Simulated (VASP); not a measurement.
# HgTe (Cmcm) in VASP: single point with LDA

Aim: the single point of HgTe with LDA.

All numbers are computed with VASP 6.6.1; they aren't measurements. Logs are shortened: lines on timing, memory, paths and dates and some standing lists are left out, and cuts for length are marked.

### 1 The cell of the first run

Symmetry: Cmcm, No. 63, orthorhombic system. Conventional cell: a = 5.985 Å, b = 6.934 Å, c = 5.798 Å, α = 90.00°, β = 90.00°, γ = 90.00°. Hg (site symmetry m2m) has 6 Te at 3.02 to 3.87 Å and 2 Hg at 3.63 Å within 4.0 Å. Within 4.0 Å of Te (site symmetry m2m) lie 6 Hg at 3.02 to 3.87 Å.

### 2 Single point, LDA

INCAR reads:

```
SYSTEM = HgTe
PREC = Accurate
ENCUT = 520
EDIFF = 1E-6
ISMEAR = -1
SIGMA = 0.05
LREAL = .False.
LASPH = .True.
NELM = 80
ALGO = Normal
ISIF = 2
LWAVE = .False.
LCHARG = .True.
LELF = .True.
LVHAR = .True.
NBANDS = 26
```

KPOINTS reads:

```
Automatic mesh
0
Gamma
  4 4 4
  0 0 0
```

POSCAR reads:

```
HgTe
1.0
    2.9925180000     -3.4669290000      0.0000000000
    2.9925180000      3.4669290000      0.0000000000
    0.0000000000      0.0000000000      5.7981570000
Hg Te
2 2
Direct
    0.3430500000      0.6569500000      0.7500000000
    0.6569500000      0.3430500000      0.2500000000
    0.7848090000      0.2151910000      0.7500000000
    0.2151910000      0.7848090000      0.2500000000
```

Potentials or basis: VASP PAW LDA potentials, release 64 (Hg, Te).

The run is started by

```sh
> cat potpaw_LDA.64/Hg/POTCAR potpaw_LDA.64/Te/POTCAR > POTCAR
> mpirun -np 1 vasp_std > vasp.out
```

OUTCAR:

```text
SYSTEM = HgTe
   PREC = Accurate
   ENCUT = 520
   EDIFF = 1E-6
   ISMEAR = -1
   LREAL = .False.
   LASPH = .True.
   NELM = 80
   ISIF = 2

 ion  position               nearest neighbor table
   1  0.343  0.657  0.750-   3 3.02   3 3.02   4 3.03   4 3.03   3 3.06   2 3.63   2 3.63
   2  0.657  0.343  0.250-   4 3.02   4 3.02   3 3.03   3 3.03   4 3.06   1 3.63   1 3.63
   3  0.785  0.215  0.750-   1 3.02   1 3.02   2 3.03   2 3.03   1 3.06
   4  0.215  0.785  0.250-   2 3.02   2 3.02   1 3.03   1 3.03   2 3.06

  LATTYP: Found a base centered orthorhombic cell.
 ALAT       =     5.9850360000
 B/A-ratio  =     1.1585323798
 C/A-ratio  =     0.9687756264

  Lattice vectors:

 A1 = (   2.9925180000,  -3.4669290000,   0.0000000000)
 A2 = (   2.9925180000,   3.4669290000,   0.0000000000)
 A3 = (   0.0000000000,   0.0000000000,   5.7981570000)

Analysis of symmetry for initial positions (statically):
=====================================================================
 Subroutine PRICEL returns:
 Original cell was already a primitive cell.

 Routine SETGRP: Setting up the symmetry group for a
 base centered orthorhombic supercell.

 Subroutine GETGRP returns: Found  8 space group operations
 (whereof  4 operations were pure point group operations)
 out of a pool of  8 trial point group operations.

The static configuration has the point symmetry C_2h.
 The point group associated with its full space group is D_2h.

Analysis of symmetry for dynamics (positions and initial velocities):
=====================================================================
 Subroutine PRICEL returns:
 Original cell was already a primitive cell.

 Routine SETGRP: Setting up the symmetry group for a
 base centered orthorhombic supercell.

 Subroutine GETGRP returns: Found  8 space group operations
 (whereof  4 operations were pure point group operations)
 out of a pool of  8 trial point group operations.

The dynamic configuration has the point symmetry C_2h.
 The point group associated with its full space group is D_2h.

 Subroutine INISYM returns: Found  8 space group operations
 (whereof  4 operations are pure point group operations),
 and found     1 'primitive' translations

----------------------------------------------------------------------------------------

[... 89 lines left out ...]
   LASPH  =      T    aspherical Exc in radial PAW
   ENCUT  =  520.0 eV  38.22 Ry    6.18 a.u.   8.52  8.52 10.78*2*pi/ulx,y,z
   NELM   =     80;   NELMIN=  2; NELMDL= -5     # of ELM steps
   EDIFF  = 0.1E-05   stopping-criterion for ELM
   LREAL  =      F    real-space projection
   EDIFFG = 0.1E-04   stopping-criterion for IOM
   NSW    =      0    number of steps for IOM
   IBRION =     -1    ionic relax: 0-MD 1-quasi-New 2-CG
   NFREE  =      0    steps in history (QN), initial steepest desc. (CG)
   ISIF   =      2    stress and relaxation
   ISYM   =      2    0-nonsym 1-usesym 2-fastsym
   POTIM  = 0.5000    time-step for ionic-motion
   TEBEG  =    0.0;   TEEND  =   0.0 temperature during run
   PSTRESS=    0.0 pullay stress
   NELECT =      36.0000    total number of electrons
   NUPDOWN=      -1.0000    fix difference up-down
   EMIN   =  10.00;   EMAX   =-10.00  energy-range for DOS
   EFERMI =   0.00;   METHOD = LEGACY
   ISMEAR =    -1;   SIGMA  =   0.05  broadening in eV -4-tet -1-fermi 0-gaus
   EFERMI_NEDOS =   21; number of points for ismear=-14 and -15
   IALGO  =     38    algorithm
   IMIX   =      4    mixing-type and parameters
     AMIX     =   0.40;   BMIX     =  1.00
     AMIX_MAG =   1.60;   BMIX_MAG =  1.00
  volume/ion in A,a.u.               =      30.08       202.97
  Fermi-wavevector in a.u.,A,eV,Ry     =   1.094986  2.069223 16.313299  1.198994
  Thomas-Fermi vector in A             =   2.231301
   LORBIT       =      0    0 simple, 1 ext, 2 COOP (PROOUT), +10 PAW based schemes
   GGA     = CA    functional components
   LHFCALC =     F    Hartree Fock is set to
   AEXX    =    0.0000 exact exchange contribution
   IVDW    =     0    specifies the selected vdW correction
   LEPSILON=     F    determine dielectric tensor
   LRPA    =     F    only Hartree local field effects (RPA)
 non-spin polarized calculation
  energy-cutoff  :      520.00
  volume of cell :      120.31
 maximum number of plane-waves:      3256
 NGX is ok and might be reduce to    36
   NGX = 17   NGY = 17   NGZ = 21

 number of electron      36.0000001 magnetization

 Free energy of the ion-electron system (eV)
  ---------------------------------------------------
  ext. energy  EPLUGINS =         0.00000000
  ---------------------------------------------------
  free energy    TOTEN  =        -9.47743327 eV

  energy without entropy =       -9.46186956  energy(sigma->0) =       -9.46965142

 E-fermi :   3.6827     XC(G=0):  -9.8581

 val. band max:        3.6144326565   @ k =   0.2500   0.0000   0.2500
 cond. band min:       3.7172182775   @ k =   0.5000   0.2500   0.0000
 fundamental gap:      0.1027856210
 Fermi energy:         3.6827304621

 k-point     1 :       0.0000    0.0000    0.0000
  band No.  band energies     occupation
      1      -8.1642      2.00000
      2      -7.0655      2.00000
      3      -3.1434      2.00000
      4      -3.0493      2.00000
      5      -3.0191      2.00000
      6      -2.9669      2.00000
[... 598 lines left out ...]
     25      10.8367      0.00000
     26      10.8367      0.00000

------------------------ aborting loop because EDIFF is reached ----------------------------------------

  FORCE on cell =-STRESS in cart. coord.  units (eV):
  Direction    XX          YY          ZZ          XY          YZ          ZX
  --------------------------------------------------------------------------------------
  -------------------------------------------------------------------------------------
  Total       -3.6271422     -2.6650550     -3.9978590      0.0000000     -0.0000000      0.0000000
  in kB      -48.3029308    -35.4907419    -53.2397944      0.0000000     -0.0000000      0.0000000
  external PRESSURE =     -45.6778224 kB  Pullay stress =       0.0000000 kB

 VOLUME and BASIS-vectors are now :
 -----------------------------------------------------------------------------
  energy-cutoff  :      520.00
  volume of cell :      120.31
      direct lattice vectors                 reciprocal lattice vectors
     2.992518000 -3.466929000  0.000000000     0.167083373 -0.144219856  0.000000000
     2.992518000  3.466929000  0.000000000     0.167083373  0.144219856  0.000000000
     0.000000000  0.000000000  5.798157000     0.000000000  0.000000000  0.172468596

 POSITION                                       TOTAL-FORCE (eV/Angst)
 -----------------------------------------------------------------------------------
      2.99252      1.08827      4.34862         0.000000     -0.024642      0.000000
      2.99252     -1.08827      1.44954         0.000000      0.024642      0.000000
      2.99252     -1.97483      4.34862         0.000000      0.211996     -0.000000
      2.99252      1.97483      1.44954         0.000000     -0.211996      0.000000
 -----------------------------------------------------------------------------------
    total drift:                               -0.000000      0.000000     -0.000000

  FREE ENERGIE OF THE ION-ELECTRON SYSTEM (eV)
  ---------------------------------------------------
  free  energy   TOTEN  =        -9.4774332732 eV

  energy  without entropy=       -9.4618695621  energy(sigma->0) =       -9.46965142
```

Wall time 84 s (1 thread of AMD EPYC 7R43 (Zen 3), shared host); peak memory 0.18 GiB.

What came out:

| Property | Result |
| --- | --- |
| Free energy | -9.4774 eV |
| Pressure | -4.6 GPa |
| Largest force | 0.212 eV/Å |
| Band gap on the k mesh | zero (band 18 reaches 4.04 eV, above the bottom of band 19 at 1.97 eV) |

Forces on the atoms (eV/Å):
```
Hg   0.000 -0.025  0.000
Hg   0.000  0.025  0.000
Te   0.000  0.212  0.000
Te   0.000 -0.212  0.000
```

Stress tensor (GPa, compression positive):
```
-4.83  0.00  0.00
 0.00 -3.55  0.00
 0.00  0.00 -5.32
```

Caveat: spin-orbit coupling is left out, which moves the levels of the heavy elements.
